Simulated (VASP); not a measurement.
Runs of VASP 6.6.1 on Fe. The structure is that of space group Im-3m (No. 229), or close to it. The cells are those of the table. 

```csv
spin,cell,k mesh,cutoff (eV),smearing,gap on the mesh (eV),pressure (GPa)
off,"a = 2.338 Å, angles 109.5°, 1 atom",16 × 16 × 16,600,gaussian 0.1 eV,none,(b)
off,"a = 2.338 Å, angles 109.5°, 1 atom",15 × 15 × 15,520,fermi-dirac 0.1 eV,none,-0.3
off,"a = 2.338 Å, angles 109.5°, 1 atom",4 × 4 × 4,520,fermi-dirac 0.1 eV,none,0.3
off,"a = 2.338 Å, angles 109.5°, 1 atom",3 × 3 × 3,520,fermi-dirac 0.1 eV,none,21.5
"collinear, ferromagnetic start","a = 2.381 Å, angles 109.5°, 1 atom",23 × 23 × 23,520,fermi-dirac 0.05 eV,none,(a)
```

Alike in all rows: task single point; level LDA; potentials or basis VASP PAW LDA potentials, release 64 (Fe).

Task: Estimate the missing entries.

Result: (a) -0.4; (b) -1.3.

Caveats: some runs use coarse meshes.

A gap of «none» marks levels without a gap at the run's occupations.
